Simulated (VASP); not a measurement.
Li: single point with revPBE

Crystal: Li.

```
Li
1.0
     0.00000    3.00922    3.00922
     3.00922    0.00000    3.00922
     3.00922    3.00922    0.00000
Li
2
Direct
  0.12500 0.12500 0.12500
  0.87500 0.87500 0.87500
```

```yaml
Program: VASP 6.6.1
Task: single point
Functional: revPBE
Potentials_or_basis: VASP PAW PBE potentials, release 64 (Li_sv)
Cutoff: 520 eV
k_mesh: 10 × 10 × 10
Occupations: fermi-dirac, width 0.1 eV
Spin: no spin polarisation
```

| Item | Value |
| --- | --- |
| Band gap on the k mesh | zero (band 3 reaches 0.60 eV, above the bottom of band 4 at -0.29 eV) |

Levels at points of the mesh, in eV from the Fermi level:
```tsv
k point	band 1	band 2	band 3	band 4	band 5	band 6	band 7	band 8
(0.00, 0.00, 0.00)	-47.95	-47.89	-3.25	5.44	5.44	5.44	6.49	6.49
(0.50, 0.00, 0.00)	-47.94	-47.91	-1.13	-0.36	4.12	4.12	6.79	6.79
(0.50, 0.50, 0.00)	-47.92	-47.92	0.09	0.09	2.21	2.21	5.41	5.41
```

It took 13 s on 1 thread of Intel(R) Xeon(R) Platinum 8259CL CPU @ 2.50GHz (Skylake/Cascade Lake) (shared host), peak memory 0.17 GiB.
